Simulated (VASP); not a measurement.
# MgI2 (P-3m1) in VASP: a series of runs

Runs on MgI2. Level: PBE. Tasks: single point, relaxation of cell and atoms.

All numbers are computed with VASP 6.6.1; they aren't measurements. Logs are shortened: lines on timing, memory, paths and dates and some standing lists are left out, and cuts for length are marked.

## (1) The cell of the first run

Symmetry: P-3m1, No. 164, trigonal system. Conventional cell: a = 4.206 Å, b = 4.206 Å, c = 7.864 Å, α = 90.00°, β = 90.00°, γ = 120.00°. Mg (site symmetry -3m) has 6 I at 2.95 Å within 3.9 Å. Within 3.9 Å of I (site symmetry 3m) lie 3 Mg at 2.95 Å.

## (2) Single point, PBE

INCAR

```
SYSTEM = MgI2
ALGO = Normal
EDIFF = 1E-7
ENCUT = 520
GGA = PE
ISIF = 2
ISMEAR = 0
LASPH = .TRUE.
LCHARG = .FALSE.
LREAL = .FALSE.
LWAVE = .FALSE.
NBANDS = 15
NELM = 80
PREC = Accurate
SIGMA = 0.05
```

KPOINTS

```
k-points
0
G
  10 10 4
  0 0 0
```

POSCAR

```
MgI2
1.0
    4.2061183356      0.0000000000      0.0000000000
   -2.1030591678      3.6426053299      0.0000000000
    0.0000000000      0.0000000000      7.8643666900
Mg I
1 2
Direct
    0.0000000000      0.0000000000      0.0000000000
    0.3333333333      0.6666666667      0.7871718000
    0.6666666667      0.3333333333      0.2128282000
```

Potentials or basis: VASP PAW PBE potentials, release 64 (Mg, I).

Launch:

```
$ cat potpaw_PBE.64/Mg/POTCAR potpaw_PBE.64/I/POTCAR > POTCAR
$ mpirun -np 1 vasp_std > vasp.out
```

OUTCAR:

```text
SYSTEM = MgI2
   EDIFF = 1E-7
   ENCUT = 520
   GGA = PE
   ISIF = 2
   ISMEAR = 0
   LASPH = .TRUE.
   LREAL = .FALSE.
   NELM = 80
   PREC = Accurate

 ion  position               nearest neighbor table
   1  0.000  0.000  0.000-   2 2.95   3 2.95   2 2.95   3 2.95   3 2.95   2 2.95
   2  0.333  0.667  0.787-   1 2.95   1 2.95   1 2.95
   3  0.667  0.333  0.213-   1 2.95   1 2.95   1 2.95

  LATTYP: Found a hexagonal cell.
 ALAT       =     4.2061183356
 C/A-ratio  =     1.8697445156

  Lattice vectors:

 A1 = (   4.2061183356,   0.0000000000,   0.0000000000)
 A2 = (  -2.1030591678,   3.6426053299,   0.0000000000)
 A3 = (   0.0000000000,   0.0000000000,   7.8643666900)

Analysis of symmetry for initial positions (statically):
=====================================================================
 Subroutine PRICEL returns:
 Original cell was already a primitive cell.

 Routine SETGRP: Setting up the symmetry group for a
 hexagonal supercell.

 Subroutine GETGRP returns: Found 12 space group operations
 (whereof 12 operations were pure point group operations)
 out of a pool of 24 trial point group operations.

The static configuration has the point symmetry D_3d.

Analysis of symmetry for dynamics (positions and initial velocities):
=====================================================================
 Subroutine PRICEL returns:
 Original cell was already a primitive cell.

 Routine SETGRP: Setting up the symmetry group for a
 hexagonal supercell.

 Subroutine GETGRP returns: Found 12 space group operations
 (whereof 12 operations were pure point group operations)
 out of a pool of 24 trial point group operations.

The dynamic configuration has the point symmetry D_3d.

 Subroutine INISYM returns: Found 12 space group operations
 (whereof 12 operations are pure point group operations),
 and found     1 'primitive' translations

----------------------------------------------------------------------------------------

                                     Primitive cell

  volume of cell :     120.4918

  direct lattice vectors                    reciprocal lattice vectors
     4.206118336  0.000000000  0.000000000     0.237748898  0.137264390  0.000000000
    -2.103059168  3.642605330  0.000000000     0.000000000  0.274528781  0.000000000
     0.000000000  0.000000000  7.864366690     0.000000000  0.000000000  0.127155821

  length of vectors
     4.206118336  4.206118336  7.864366690     0.274528781  0.274528781  0.127155821

  position of ions in fractional coordinates (direct lattice)
     0.000000000  0.000000000  0.000000000
     0.333333333  0.666666667  0.787171800
     0.666666667  0.333333333  0.212828200

  ion indices of the primitive-cell ions
   primitive index   ion index
                 1           1
                 2           2
                 3           3

----------------------------------------------------------------------------------------

 KPOINTS: k-points

Automatic generation of k-mesh.
 Grid dimensions read from file:
 generate k-points for:   10   10    4

 Generating k-lattice:

  Cartesian coordinates                     Fractional coordinates (reciprocal lattice)
     0.023774890  0.013726439  0.000000000     0.100000000  0.000000000  0.000000000
     0.000000000  0.027452878  0.000000000     0.000000000  0.100000000  0.000000000
     0.000000000  0.000000000  0.031788955     0.000000000  0.000000000  0.250000000

  Length of vectors
     0.027452878  0.027452878  0.031788955

  Shift w.r.t. Gamma in fractional coordinates (k-lattice)
     0.000000000  0.000000000  0.000000000

 Subroutine IBZKPT returns following result:
 ===========================================

 Found     50 irreducible k-points:

 Following reciprocal coordinates:
            Coordinates               Weight
  0.000000  0.000000  0.000000      1.000000
  0.100000  0.000000  0.000000      6.000000
  0.200000  0.000000  0.000000      6.000000
  0.300000  0.000000  0.000000      6.000000
  0.400000  0.000000  0.000000      6.000000
  0.500000  0.000000  0.000000      3.000000
[... 16 lines left out ...]
  0.000000  0.400000  0.250000      6.000000
  0.500000  0.000000  0.250000      6.000000
 [... further k-points ...]
   k-points           NKPTS =     50   k-points in BZ     NKDIM =     50   number of bands    NBANDS=     15
   number of dos      NEDOS =    301   number of ions     NIONS =      3
   total plane-waves  NPLWV =  61440
   dimension x,y,z NGX =    32 NGY =   32 NGZ =   60
   dimension x,y,z NGXF=    64 NGYF=   64 NGZF=  120
   ions per type =               1   2
   NGX,Y,Z   is equivalent  to a cutoff of  12.65, 12.65, 12.68 a.u.
   NGXF,Y,Z  is equivalent  to a cutoff of  25.30, 25.30, 25.37 a.u.
 SYSTEM =  MgI2
   PREC   = accura    normal or accurate (medium, high low for compatibility)
   ISTART =      0    job   : 0-new  1-cont  2-samecut
   ICHARG =      2    charge: 1-file 2-atom 10-const
   ISPIN  =      1    spin polarized calculation?
   LNONCOLLINEAR =      F non collinear calculations
   LSORBIT =      F    spin-orbit coupling
   LASPH  =      T    aspherical Exc in radial PAW
   ENCUT  =  520.0 eV  38.22 Ry    6.18 a.u.   7.82  7.82 14.62*2*pi/ulx,y,z
   NELM   =     80;   NELMIN=  2; NELMDL= -5     # of ELM steps
   EDIFF  = 0.1E-06   stopping-criterion for ELM
   LREAL  =      F    real-space projection
   EDIFFG = 0.1E-05   stopping-criterion for IOM
   NSW    =      0    number of steps for IOM
   IBRION =     -1    ionic relax: 0-MD 1-quasi-New 2-CG
   NFREE  =      0    steps in history (QN), initial steepest desc. (CG)
   ISIF   =      2    stress and relaxation
   ISYM   =      2    0-nonsym 1-usesym 2-fastsym
   POTIM  = 0.5000    time-step for ionic-motion
   TEBEG  =    0.0;   TEEND  =   0.0 temperature during run
   PSTRESS=    0.0 pullay stress
   NELECT =      16.0000    total number of electrons
   NUPDOWN=      -1.0000    fix difference up-down
   EMIN   =  10.00;   EMAX   =-10.00  energy-range for DOS
   EFERMI =   0.00;   METHOD = LEGACY
   ISMEAR =     0;   SIGMA  =   0.05  broadening in eV -4-tet -1-fermi 0-gaus
   EFERMI_NEDOS =   21; number of points for ismear=-14 and -15
   IALGO  =     38    algorithm
   IMIX   =      4    mixing-type and parameters
     AMIX     =   0.40;   BMIX     =  1.00
     AMIX_MAG =   1.60;   BMIX_MAG =  1.00
  volume/ion in A,a.u.               =      40.16       271.04
  Fermi-wavevector in a.u.,A,eV,Ry     =   0.835210  1.578318  9.491095  0.697576
  Thomas-Fermi vector in A             =   1.948730
   LORBIT       =      0    0 simple, 1 ext, 2 COOP (PROOUT), +10 PAW based schemes
   GGA     = PE    functional components
   LHFCALC =     F    Hartree Fock is set to
   AEXX    =    0.0000 exact exchange contribution
   IVDW    =     0    specifies the selected vdW correction
   LEPSILON=     F    determine dielectric tensor
   LRPA    =     F    only Hartree local field effects (RPA)
 non-spin polarized calculation
 Gauss-broadening in eV      SIGMA  =   0.05
  energy-cutoff  :      520.00
  volume of cell :      120.49
 maximum number of plane-waves:      3276
   NGX = 15   NGY = 15   NGZ = 29

 number of electron      16.0000000 magnetization

 Free energy of the ion-electron system (eV)
  ---------------------------------------------------
  ext. energy  EPLUGINS =         0.00000000
  ---------------------------------------------------
  free energy    TOTEN  =        -7.73979788 eV

  energy without entropy =       -7.73979788  energy(sigma->0) =       -7.73979788

 E-fermi :   1.0994     XC(G=0):  -7.4034

 val. band max:        0.8785381514   @ k =   0.0000   0.0000   0.0000
 cond. band min:       4.4870636519   @ k =   0.5000   0.0000   0.5000
 fundamental gap:      3.6085255005
 Fermi energy:         1.0993861630

 k-point     1 :       0.0000    0.0000    0.0000
  band No.  band energies     occupation
      1     -10.8715      2.00000
      2     -10.3400      2.00000
      3      -2.1082      2.00000
      4       0.5795      2.00000
      5       0.5953      2.00000
      6       0.5953      2.00000
      7       0.8785      2.00000
      8       0.8785      2.00000
      9       4.5903      0.00000
     10       5.7791      0.00000
     11       7.5738      0.00000
     12       7.5738      0.00000
     13       7.7823      0.00000
     14       9.0305      0.00000
     15       9.0305      0.00000

 k-point     2 :       0.1000    0.0000    0.0000
  band No.  band energies     occupation
      1     -10.8247      2.00000
      2     -10.3129      2.00000
      3      -2.0573      2.00000
      4       0.1664      2.00000
      5       0.4744      2.00000
      6       0.5406      2.00000
      7       0.6295      2.00000
      8       0.8627      2.00000
      9       4.9640      0.00000
     10       6.1597      0.00000
     11       7.0283      0.00000
     12       7.7436      0.00000
     13       8.2672      0.00000
     14       8.6378      0.00000
     15       9.2197      0.00000

 k-point     3 :       0.2000    0.0000    0.0000
  band No.  band energies     occupation
      1     -10.6950      2.00000
      2     -10.2423      2.00000
      3      -1.9448      2.00000
      4      -0.6348      2.00000
      5      -0.0883      2.00000
      6       0.2246      2.00000
      7       0.5969      2.00000
      8       0.7743      2.00000
      9       5.4530      0.00000
     10       6.2461      0.00000
     11       7.3073      0.00000
     12       7.8873      0.00000
     13       8.0886      0.00000
     14       9.1025      0.00000
     15       9.2112      0.00000

 k-point     4 :       0.3000    0.0000    0.0000
  band No.  band energies     occupation
      1     -10.5147      2.00000
      2     -10.1600      2.00000
      3      -1.9726      2.00000
      4      -1.3201      2.00000
      5      -0.5657      2.00000
      6      -0.0246      2.00000
      7       0.5110      2.00000
      8       0.6401      2.00000
      9       5.1197      0.00000
     10       6.3483      0.00000
     11       7.2076      0.00000
     12       8.0622      0.00000
     13       8.2334      0.00000
     14       8.9488      0.00000
     15       9.5022      0.00000
[... 307 lines left out ...]
 k-point    22 :       0.4000    0.0000    0.2500
  band No.  band energies     occupation
      1     -10.3340      2.00000
      2     -10.1148      2.00000
      3      -2.3239      2.00000
      4      -1.6822      2.00000
      5      -0.4945      2.00000
      6      -0.1855      2.00000
      7       0.3168      2.00000
      8       0.5075      2.00000
      9       4.6362      0.00000
     10       6.4716      0.00000
     11       6.8357      0.00000
     12       7.7046      0.00000
     13       8.3127      0.00000
     14       9.0856      0.00000
     15      10.6084      0.00000

 k-point    23 :       0.0000    0.4000    0.2500
  band No.  band energies     occupation
      1     -10.3335      2.00000
      2     -10.1153      2.00000
      3      -2.2930      2.00000
      4      -1.7348      2.00000
      5      -0.4862      2.00000
      6      -0.1859      2.00000
      7       0.3406      2.00000
      8       0.5081      2.00000
      9       4.6884      0.00000
     10       6.1426      0.00000
     11       6.9846      0.00000
     12       7.6405      0.00000
     13       8.2835      0.00000
     14       9.7822      0.00000
     15      10.4771      0.00000

 k-point    24 :       0.5000    0.0000    0.2500
  band No.  band energies     occupation
      1     -10.2508      2.00000
      2     -10.1073      2.00000
      3      -2.4756      2.00000
      4      -1.8441      2.00000
      5      -0.3990      2.00000
      6      -0.2475      2.00000
      7       0.2534      2.00000
      8       0.4644      2.00000
      9       4.5025      0.00000
     10       6.2522      0.00000
     11       6.8124      0.00000
     12       7.5352      0.00000
     13       8.2745      0.00000
     14       9.5355      0.00000
     15      10.6887      0.00000

 [... further k-points ...]

------------------------ aborting loop because EDIFF is reached ----------------------------------------

  FORCE on cell =-STRESS in cart. coord.  units (eV):
  Direction    XX          YY          ZZ          XY          YZ          ZX
  --------------------------------------------------------------------------------------
  -------------------------------------------------------------------------------------
  Total       -0.0368142     -0.0368142     -0.0365972      0.0000000      0.0000000      0.0000000
  in kB       -0.4895185     -0.4895185     -0.4866331      0.0000000      0.0000000      0.0000000
  external PRESSURE =      -0.4885567 kB  Pullay stress =       0.0000000 kB

 VOLUME and BASIS-vectors are now :
 -----------------------------------------------------------------------------
  energy-cutoff  :      520.00
  volume of cell :      120.49
      direct lattice vectors                 reciprocal lattice vectors
     4.206118336  0.000000000  0.000000000     0.237748898  0.137264390  0.000000000
    -2.103059168  3.642605330  0.000000000     0.000000000  0.274528781  0.000000000
     0.000000000  0.000000000  7.864366690     0.000000000  0.000000000  0.127155821

 POSITION                                       TOTAL-FORCE (eV/Angst)
 -----------------------------------------------------------------------------------
      0.00000      0.00000      0.00000         0.000000      0.000000      0.000000
     -0.00000      2.42840      6.19061         0.000000      0.000000      0.011633
      2.10306      1.21420      1.67376        -0.000000      0.000000     -0.011633
 -----------------------------------------------------------------------------------
    total drift:                                0.000000     -0.000000      0.000000

  FREE ENERGIE OF THE ION-ELECTRON SYSTEM (eV)
  ---------------------------------------------------
  free  energy   TOTEN  =        -7.7397978784 eV

  energy  without entropy=       -7.7397978784  energy(sigma->0) =       -7.73979788
```

Wall time 46 s (1 thread of Intel Xeon 6975P-C, shared host); peak memory 0.29 GiB.

Results:

```yaml
Free_energy: -7.7398 eV
Pressure: 0.0 GPa
Largest_force: 0.012 eV/Å
Band_gap_on_the_k_mesh: 3.61 eV, indirect (least direct gap 3.71 eV)
```

Forces in eV/Å, atoms in the order of the input:
```
Mg   0.000  0.000  0.000
I    0.000  0.000  0.012
I    0.000  0.000 -0.012
```

Levels at points of the mesh, in eV from the valence-band top:
```tsv
k point	band 5	band 6	band 7	band 8	band 9	band 10	band 11	band 12
(0.00, 0.00, 0.00)	-0.28	-0.28	0.00	0.00	3.71	4.90	6.70	6.70
(0.50, 0.00, 0.00)	-1.37	-1.14	-0.64	-0.39	3.66	5.44	5.79	7.28
(0.00, 0.00, 0.50)	-0.27	-0.27	-0.02	-0.02	4.35	4.89	6.65	6.65
(0.50, 0.00, 0.50)	-1.17	-1.11	-0.63	-0.44	3.61	5.44	5.75	6.32
```

Caveat: spin-orbit coupling is left out, which moves the levels of the heavy elements; this functional lacks dispersion, which binds the layers, so the pressure and a relaxed spacing across them are unreliable.

## (3) Relaxation of cell and atoms, PBE

INCAR

```
PREC = Accurate ; ENCUT = 600
EDIFF = 1E-7 ; ISMEAR = 0
SIGMA = 0.05 ; LREAL = F
LASPH = T ; NELM = 80
ALGO = Normal ; ISIF = 3
LWAVE = F ; LCHARG = F
GGA = PE ; IBRION = 2
NSW = 50 ; EDIFFG = -0.01
```

KPOINTS

```
regular mesh
0
Gamma
  10 10 4
```

POSCAR is that of step 2.

Potentials or basis: VASP PAW PBE potentials, release 64 (Mg, I).

Launch:

```
$ cat potpaw_PBE.64/Mg/POTCAR potpaw_PBE.64/I/POTCAR > POTCAR
$ mpirun -np 1 vasp_std > vasp.out
```

It took 98 s on 1 thread of Intel Xeon 6975P-C, shared host; peak memory 0.34 GiB.

The run converged. Its results:

* Free energy: -7.7399 eV
* Relaxed volume: 40.09 Å³/atom
* Relaxed cell: a = 4.203 Å, b = 4.203 Å, c = 7.859 Å, α = 90.00°, β = 90.00°, γ = 120.00°
* Space group after relaxing (to 0.05 Å): P-3m1 (No. 164)
* Energy gained by relaxing: 0.0 meV/atom
* Ionic steps: 2
* Pressure after relaxing: 0.0 GPa
* Band gap on the k mesh: 3.61 eV, indirect (least direct gap 3.72 eV)

Final structure:
```cif
data_structure
_symmetry_space_group_name_H-M 'P 1'
_symmetry_Int_Tables_number 1
_cell_length_a 4.2034
_cell_length_b 4.2034
_cell_length_c 7.8593
_cell_angle_alpha 90.000
_cell_angle_beta 90.000
_cell_angle_gamma 120.000
_cell_volume 120.26
loop_
_atom_site_label
_atom_site_type_symbol
_atom_site_fract_x
_atom_site_fract_y
_atom_site_fract_z
_atom_site_occupancy
Mg1 Mg 0.00000 0.00000 0.00000 1
I1 I 0.33333 0.66667 0.78724 1
I2 I 0.66667 0.33333 0.21276 1
```

Levels at points of the mesh, in eV from the valence-band top:
```tsv
k point	band 4	band 5	band 6	band 7	band 8	band 9	band 10	band 11	band 12
(0.00, 0.00, 0.00)	-0.30	-0.28	-0.28	0.00	0.00	3.72	4.90	6.70	6.70
(0.50, 0.00, 0.00)	-2.69	-1.38	-1.14	-0.64	-0.40	3.66	5.45	5.79	7.28
(0.00, 0.00, 0.50)	-0.84	-0.27	-0.27	-0.02	-0.02	4.36	4.89	6.65	6.65
(0.50, 0.00, 0.50)	-2.77	-1.17	-1.12	-0.63	-0.44	3.61	5.44	5.75	6.32
```

Caveat: spin-orbit coupling is left out, which moves the levels of the heavy elements; this functional lacks dispersion, which binds the layers, so the pressure and a relaxed spacing across them are unreliable. A k mesh can miss the band edges.
